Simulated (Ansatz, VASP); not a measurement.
# One calculation of Sb, two programs

```
Sb
1.0
    -1.87134    1.87134    1.87134
     1.87134   -1.87134    1.87134
     1.87134    1.87134   -1.87134
Sb
1
Direct
  0.00000 0.00000 0.00000
```

Alike in both runs: task relaxation of cell and atoms; functional HSE06; k mesh 5 × 5 × 5; occupations fermi-dirac, width 0.05 eV; no spin polarisation.

|  | VASP | Ansatz |
| --- | --- | --- |
| version | VASP 6.6.1 | Ansatz 0.2.0 |
| potentials or method | VASP PAW PBE potentials, release 64 (Sb) | Ansatz PAW |
| plane-wave cutoff (eV) | 600 | 420 |
| valence electrons in the cell | 5 | 15 |

```tsv
	VASP	Ansatz	Ansatz less VASP
gap on the k mesh at the Fermi level, each at its own relaxed structure (eV)	none	none	-
relaxed volume (Å³/atom)	25.47	25.86	+0.399
relaxed cell length with the largest relative difference (Å)	3.210	3.227	+0.0167
```

A gap of «none» marks a metal or a gap that the smearing closes. VASP's potentials hold 5 valence electrons a cell and Ansatz's 15, so a difference there can come from the potentials and not from the codes.

The k mesh is coarse, so the values compare programs but aren't converged. Spin-orbit coupling is off throughout. Noted on Ansatz's run: the plane-wave basis is chosen anew once the cell has moved, so the energies of steps on either side of that aren't comparable.
